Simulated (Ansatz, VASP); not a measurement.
One calculation of Si, two programs

```
CELL_PARAMETERS angstrom
0.00000 2.63916 2.92632
2.63916 0.00000 2.92632
2.63916 2.63916 0.00000
ATOMIC_POSITIONS crystal
Si 0.50000 0.50000 0.50000
Si 0.75000 0.75000 0.75000
```

Change from the starting cell: strain +e along x and -e along y +0.0000, strain +e along z and -e/2 along x and y +0.0700.

Alike in both runs: task single point; functional PBE; k mesh 8 × 8 × 8; occupations gaussian, width 0.05 eV; no spin polarisation.

|  | VASP | Ansatz |
| --- | --- | --- |
| version | VASP 6.6.1 | Ansatz 0.2.0 |
| potentials or method | VASP PAW PBE potentials, release 64 (Si), cutoff 520 eV | scalar-relativistic, plane waves, PAW |
| valence electrons in the cell | 8 | 8 |

|  | VASP | Ansatz | Ansatz less VASP |
| --- | --- | --- | --- |
| gap on the k mesh at the Fermi level (eV) | 0.08 | 0.08 | -0.003 |
| least direct gap on the mesh (eV) | 1.76 | 1.75 | -0.002 |
| pressure (GPa) | 0.0 | 0.1 | +0.08 |
| traceless stress, the component that is largest in VASP (GPa) | -7.74 | -7.72 | +0.023 |
